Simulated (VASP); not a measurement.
Input of a VASP 6.6.1 run:

The input INCAR:

```
SYSTEM = HfN
  ALGO = Normal
  EDIFF = 1E-6
  ENCUT = 520
  GGA = PE
  ISIF = 2
  ISMEAR = -1
  LASPH = .TRUE.
  LCHARG = .TRUE.
  LELF = .TRUE.
  LREAL = .FALSE.
  LVHAR = .TRUE.
  LWAVE = .FALSE.
  NBANDS = 23
  NELM = 100
  PREC = Accurate
  SIGMA = 0.05
```

File KPOINTS:

```
k-points
0
G
  10 10 5
  0 0 0
```

File POSCAR:

```
HfN
1.0
    3.1339080219      0.0000000000      0.0000000000
   -1.5669540110      2.7140439601      0.0000000000
    0.0000000000      0.0000000000      5.4167677200
Hf N
2 2
Direct
    0.3333333333      0.6666666667      0.2500000000
    0.6666666667      0.3333333333      0.7500000000
    0.0000000000      0.0000000000      0.5000000000
    0.0000000000      0.0000000000      0.0000000000
```

Potentials or basis: VASP PAW PBE potentials, release 64 (Hf_pv, N).

Command:

```sh
$ cat potpaw_PBE.64/Hf_pv/POTCAR potpaw_PBE.64/N/POTCAR > POTCAR
$ mpirun -np 1 vasp_std > vasp.out
```

(1) Estimate the pressure.

(2) Estimate the band gap on the k mesh.

## Answers

(1) 3.8 GPa.

(2) zero (band 15 reaches 9.38 eV, above the bottom of band 16 at 7.70 eV).

Caveat: spin-orbit coupling is left out, which moves the levels of the heavy elements.
